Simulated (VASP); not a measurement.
# VO2 in VASP: notebook, part 2 of 2

VASP 6.6.1. Earlier steps stand in the parts before.

## Step 3: Single point, r2SCAN, collinear spin, ferromagnetic start

POSCAR

```
VO2
1.0
    4.5818077882      0.0000000000      0.0726099180
    0.0000000000      2.8383342581      0.0000000000
   -0.0721984834      0.0000000000      4.5843153238
V O
2 4
Direct
    0.0000000000      0.0000000000      0.0000000000
    0.5000000000      0.5000000000      0.5000000000
    0.7998225167      0.5000000000      0.1998137912
    0.2001774833      0.5000000000      0.8001862088
    0.7001915453      0.0000000000      0.6998119825
    0.2998084547      0.0000000000      0.3001880175
```

INCAR.step1

```
SYSTEM = VO2
PREC     = Accurate       ! precision mode
ENCUT    = 660            ! plane-wave cutoff, eV
ISMEAR   = 0              ! smearing method
SIGMA    = 0.1            ! smearing width, eV
LREAL    = .FALSE.        ! projectors in reciprocal space
LASPH    = .TRUE.         ! aspherical terms in the spheres
NELM     = 200            ! most SCF steps
ISPIN    = 2              ! spin polarisation
MAGMOM   = 2 2 0 0 0 0    ! initial moments
LMAXMIX  = 4              ! l up to which the mixer works
NBANDS   = 38             ! bands
GGA      = PE             ! functional
ALGO     = Normal         ! electronic algorithm
EDIFF    = 1E-5           ! SCF threshold, eV
LWAVE    = .TRUE.         ! write WAVECAR
LCHARG   = .FALSE.        ! write CHGCAR
GGA_COMPAT= .FALSE.      
KPAR     = 4
```

INCAR.step2

```
SYSTEM = VO2
PREC     = Accurate       ! precision mode
ENCUT    = 660            ! plane-wave cutoff, eV
EDIFF    = 1E-6           ! SCF threshold, eV
ISMEAR   = 0              ! smearing method
SIGMA    = 0.1            ! smearing width, eV
LREAL    = .FALSE.        ! projectors in reciprocal space
LASPH    = .TRUE.         ! aspherical terms in the spheres
NELM     = 200            ! most SCF steps
ALGO     = Normal         ! electronic algorithm
ISIF     = 2              ! what is computed and relaxed
LWAVE    = .FALSE.        ! write WAVECAR
LCHARG   = .FALSE.        ! write CHGCAR
ISPIN    = 2              ! spin polarisation
MAGMOM   = 2 2 0 0 0 0    ! initial moments
LORBIT   = 11             ! projections on sites
LMAXMIX  = 4              ! l up to which the mixer works
METAGGA  = R2SCAN         ! meta-GGA
LMIXTAU  = .TRUE.       
NBANDS   = 38             ! bands
ISTART   = 1            
GGA_COMPAT= .FALSE.      
KPAR     = 4
```

KPOINTS

```
Automatic mesh
0
G
  8 12 8
  0 0 0
```

Potentials or basis: VASP PAW PBE potentials, release 64 (V_sv, O).

On the command line:

```sh
$ cat potpaw_PBE.64/V_sv/POTCAR potpaw_PBE.64/O/POTCAR > POTCAR
$ cp INCAR.step1 INCAR
$ mpirun -np 4 vasp_std > vasp.out
$ cp INCAR.step2 INCAR
$ mpirun -np 4 vasp_std > vasp.out
```

OUTCAR:

```text
SYSTEM = VO2
   PREC = Accurate
   ENCUT = 660
   EDIFF = 1E-6
   ISMEAR = 0
   LREAL = .FALSE.
   LASPH = .TRUE.
   NELM = 200
   ISIF = 2
   ISPIN = 2
   LORBIT = 11
   METAGGA = R2SCAN
   ISTART = 1

 ion  position               nearest neighbor table
   1  0.000  0.000  0.000-   3 1.92   4 1.92   3 1.92   4 1.92   5 1.94   6 1.94
   2  0.500  0.500  0.500-   5 1.92   6 1.92   5 1.92   6 1.92   3 1.94   4 1.94
   3  0.800  0.500  0.200-   1 1.92   1 1.92   2 1.94
   4  0.200  0.500  0.800-   1 1.92   1 1.92   2 1.94
   5  0.700  0.000  0.700-   2 1.92   2 1.92   1 1.94
   6  0.300  0.000  0.300-   2 1.92   2 1.92   1 1.94

  LATTYP: Found a simple monoclinic cell.
 ALAT       =     4.5823830927
 B/A-ratio  =     0.6194013466
 C/A-ratio  =     1.0005457256
 COS(beta)  =    -0.0000983920

  Lattice vectors:

 A1 = (   4.5818077882,   0.0000000000,   0.0726099180)
 A2 = (   0.0000000000,  -2.8383342581,   0.0000000000)
 A3 = (   0.0721984834,   0.0000000000,  -4.5843153238)

[... 2139 lines left out ...]
  -------------------------------------------------------------------------------------
  Total       -1.9634055     -1.3938285     -1.9774483      0.0000000      0.0000000     -0.0085370
  in kB      -52.7518043    -37.4486927    -53.1291003      0.0000000      0.0000000     -0.2293689
  external PRESSURE =     -47.7765324 kB  Pullay stress =       0.0000000 kB

 VOLUME and BASIS-vectors are now :
 -----------------------------------------------------------------------------
  energy-cutoff  :      660.00
  volume of cell :       59.63
      direct lattice vectors                 reciprocal lattice vectors
     4.581807788  0.000000000  0.072609918     0.218200005  0.000000000  0.003436437
     0.000000000  2.838334258  0.000000000     0.000000000  0.352319321  0.000000000
    -0.072198483  0.000000000  4.584315324    -0.003456020  0.000000000  0.218080653

 POSITION                                       TOTAL-FORCE (eV/Angst)
 -----------------------------------------------------------------------------------
      0.00000      0.00000      0.00000         0.000000     -0.000000      0.000000
      2.25480      1.41917      2.32846         0.000000     -0.000000      0.000000
      3.65021      1.41917      0.97408         0.069536     -0.000000     -0.066776
      0.85940      1.41917      3.68284        -0.069536      0.000000      0.066776
      3.15762      0.00000      3.25900        -0.068763     -0.000000     -0.069441
      1.35199      0.00000      1.39793         0.068763     -0.000000      0.069441
 -----------------------------------------------------------------------------------
    total drift:                               -0.000000      0.000000     -0.000000

  FREE ENERGIE OF THE ION-ELECTRON SYSTEM (eV)
  ---------------------------------------------------
  free  energy   TOTEN  =       -67.9952352971 eV

  energy  without entropy=      -67.9813125906  energy(sigma->0) =      -67.98827394

 total charge

# of ion       s       p       d       tot
------------------------------------------
    1        2.272   6.328   2.844  11.444
    2        2.272   6.328   2.844  11.443
    3        1.573   3.503   0.000   5.076
    4        1.573   3.503   0.000   5.076
    5        1.573   3.503   0.000   5.076
    6        1.573   3.503   0.000   5.076
--------------------------------------------------
tot         10.836  26.668   5.688  43.192

 magnetization (x)

# of ion       s       p       d       tot
------------------------------------------
    1        0.015   0.013   1.100   1.127
    2        0.015   0.013   1.100   1.127
    3       -0.002  -0.086   0.000  -0.088
    4       -0.002  -0.086   0.000  -0.088
    5       -0.002  -0.086   0.000  -0.088
    6       -0.002  -0.086   0.000  -0.088
--------------------------------------------------
tot          0.020  -0.316   2.199   1.903
```

Wall time 40 min (4 MPI ranks of AMD EPYC 7R43 (Zen 3), shared host); peak memory 0.99 GiB.

Results:

| Property | Result |
| --- | --- |
| Free energy | -67.9952 eV |
| Pressure | -4.8 GPa |
| Largest force | 0.098 eV/Å |
| Band gap on the k mesh | zero (filled and empty bands overlap) |
| Net moment | 2.00 μB per cell |
| Site moments | V +1.13; O -0.09 μB |
| Valence electrons inside the program's atomic spheres | V 11.44; O 5.08 |

Forces in eV/Å, atoms in the order of the input:
```
V    0.000  0.000  0.000
V    0.000  0.000  0.000
O    0.070  0.000 -0.067
O   -0.070  0.000  0.067
O   -0.069  0.000 -0.069
O    0.069  0.000  0.069
```

Stress tensor (GPa, compression positive):
```
-5.28  0.00 -0.02
 0.00 -3.74  0.00
-0.02  0.00 -5.31
```

Caveat: the cell stands under tension; the PAW data sets were made with another functional, which shifts forces and pressure a little; semilocal functionals often make such compounds metallic where correlation or magnetic order opens a gap, which also shifts bond lengths.
